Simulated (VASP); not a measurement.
Crystal: Y2HfF.

```
Y Hf F
1.0
     2.18047   -2.60718    0.00000
     2.18047    2.60718    0.00000
     0.00000    0.00000    8.47788
Y Hf F
2 1 1
Direct
  0.50000 0.50000 0.34032
  0.50000 0.50000 0.65968
  0.00000 0.00000 0.00000
  0.00000 0.00000 0.50000
```

The cell was built from a structure type or drawn by symmetry, and may not be a known phase.

```yaml
Program: VASP 6.6.1
Task: relaxation of cell and atoms
Functional: PBE
Potentials_or_basis: VASP PAW PBE potentials, release 64 (Y_sv, Hf_pv, F)
Cutoff: 600 eV
k_mesh: 6 × 6 × 2
Occupations: gaussian, width 0.1 eV
Spin: no spin polarisation
```

At the start: pressure -4.0 GPa; volume 24.10 Å³/atom.

Question: Where does the relaxation end?

Answer: Over 28 steps the energy falls by 552.1 meV/atom and the volume is 22.67 Å³/atom (-5.9 %); space group Cmmm (No. 65, to 0.1 Å) before and after.

Step by step:
```
step  energy change (eV)  largest force (eV/Å)  pressure (GPa)  volume (Å³)
   1              0.0000                3.8656           -4.02        96.39
   2             -1.3474                2.1963           -0.79        88.13
   3             -1.7259                0.9988            4.57        82.03
   4             -1.7302                0.8049            5.81        81.04
   5             -2.0579                0.3038           -0.05        89.18
   6             -2.0727                0.1878           -1.24        91.45
   7             -2.0945                0.0918            0.14        89.99
   8             -2.0945                0.0865            0.09        90.02
   9             -2.1025                0.0933            0.12        89.99
  10             -2.1166                0.1414            0.28        89.81
  11             -2.1482                0.3961            1.06        89.07
  12             -1.7226                0.7467            3.98        85.92
  13             -2.1524                0.4107            1.18        88.92
  14             -2.1529                0.4284            1.31        88.73
  15             -2.1551                0.4223            1.24        88.83
  16             -2.1580                0.4095            1.08        89.03
  17             -2.1568                0.3874            0.79        89.40
  18             -2.1586                0.4001            0.98        89.18
  19             -2.1633                0.3850            0.89        89.32
  20             -2.1757                0.3400            0.58        89.73
  21             -2.1934                0.2528            0.06        90.57
  22             -2.2024                0.0859           -0.93        92.23
  23             -2.2033                0.1234           -0.71        91.85
  24             -2.2057                0.1083           -0.45        91.44
  25             -2.2075                0.0757            0.12        90.63
  26             -2.2075                0.0781            0.10        90.68
  27             -2.2080                0.0564            0.06        90.68
  28             -2.2085                0.0200            0.03        90.69
```

Final structure:
```cif
data_structure
_symmetry_space_group_name_H-M 'P 1'
_symmetry_Int_Tables_number 1
_cell_length_a 3.3468
_cell_length_b 3.3468
_cell_length_c 9.1816
_cell_angle_alpha 90.000
_cell_angle_beta 90.000
_cell_angle_gamma 118.138
_cell_volume 90.69
loop_
_atom_site_label
_atom_site_type_symbol
_atom_site_fract_x
_atom_site_fract_y
_atom_site_fract_z
_atom_site_occupancy
Y1 Y 0.50000 0.50000 0.28671 1
Y2 Y 0.50000 0.50000 0.71329 1
Hf1 Hf 0.00000 0.00000 0.00000 1
F1 F 0.00000 0.00000 0.50000 1
```

Caveat: the k points lie up to 0.35 Å⁻¹ apart in the final cell, too coarse for converged energies and pressures of a metal; an odd number of electrons without spin polarisation forces a metal; a magnetic or distorted state may lie lower.
